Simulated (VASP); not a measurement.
Runs of VASP 6.6.1 on MgO. The structure is cubic, space group Fm-3m (No. 225). The conventional cell has a = 4.270 Å, b = 4.270 Å, c = 4.270 Å, α = 90.00°, β = 90.00°, γ = 90.00°. Within 2.8 Å of Mg (site symmetry m-3m) lie 6 O at 2.14 Å. O (site symmetry m-3m) has 6 Mg at 2.14 Å within 2.8 Å. 

```tsv
level	k mesh	cutoff (eV)	grid for exact exchange (PRECFOCK)	share of exact exchange	gap on the mesh (eV)	pressure (GPa)
PBE0	6 × 6 × 6	520	Normal	-	6.77	-7.8
PBE	10 × 10 × 10	600	-	-	4.34	-2.7
PBE-based global hybrid	6 × 6 × 6	520	Normal	0.1	5.29	-4.6
PBE	6 × 6 × 6	520	-	-	4.34	-2.4
PBE-based global hybrid	6 × 6 × 6	520	Normal	0.35	7.77	-9.8
r2SCAN50	6 × 6 × 6	520	Normal	-	(a)	(b)
PBE-based global hybrid	6 × 6 × 6	520	Normal	0.4	8.27	-10.8
```

Alike in all rows: task single point; potentials or basis VASP PAW PBE potentials, release 64 (Mg, O); no spin polarisation; cell as given; smearing gaussian 0.05 eV.

Q: Estimate the missing entries.

A: (a) 9.55; (b) -14.0.

Caveats: some runs use coarse meshes; the PAW data sets were made with another functional, which shifts forces and pressure a little (some runs).

